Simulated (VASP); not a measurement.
Set up this calculation in VASP 6.6.1, as the native input.

```
Task                   : single point
Functional             : PBE
Potentials or basis    : VASP PAW PBE potentials, release 64 (Ag, Br)
Cutoff                 : 500 eV
k mesh                 : 8 × 8 × 8
Occupations            : gaussian, width 0.02 eV
Spin                   : no spin polarisation
Dipole correction      : no
Further INCAR settings : ALGO = Normal; EDIFF = 1e-06; NBANDS = 16
```

The structure of AgBr lies in POSCAR:

```
AgBr
1.0
    0.0000000000      3.0159728453      3.0159728453
    3.0159728453      0.0000000000      3.0159728453
    3.0159728453      3.0159728453      0.0000000000
Ag Br
1 1
Direct
    0.0000000000      0.0000000000      0.0000000000
    0.5000000000      0.5000000000      0.5000000000
```

The input as run:

INCAR

```
  PREC = Accurate
  ENCUT = 500
  EDIFF = 1E-6
  ISMEAR = 0
  SIGMA = 0.02
  LREAL = F
  LASPH = T
  NELM = 120
  ALGO = Normal
  ISIF = 2
  LWAVE = F
  LCHARG = F
  GGA = PE
  NBANDS = 16
  GGA_COMPAT = F
```

KPOINTS

```
regular mesh
0
Gamma
  8 8 8
```

Potentials or basis: VASP PAW PBE potentials, release 64 (Ag, Br).

The run is started by

```bash
$ cat potpaw_PBE.64/Ag/POTCAR potpaw_PBE.64/Br/POTCAR > POTCAR
$ mpirun -np 1 vasp_std > vasp.out
```

Results of the run:

```
Pressure               : -2.9 GPa
Band gap on the k mesh : 0.74 eV (least direct gap 2.17 eV)
```

It took 35 s on 1 thread of AMD EPYC 7R13, on a shared host, peak memory 0.15 GiB.
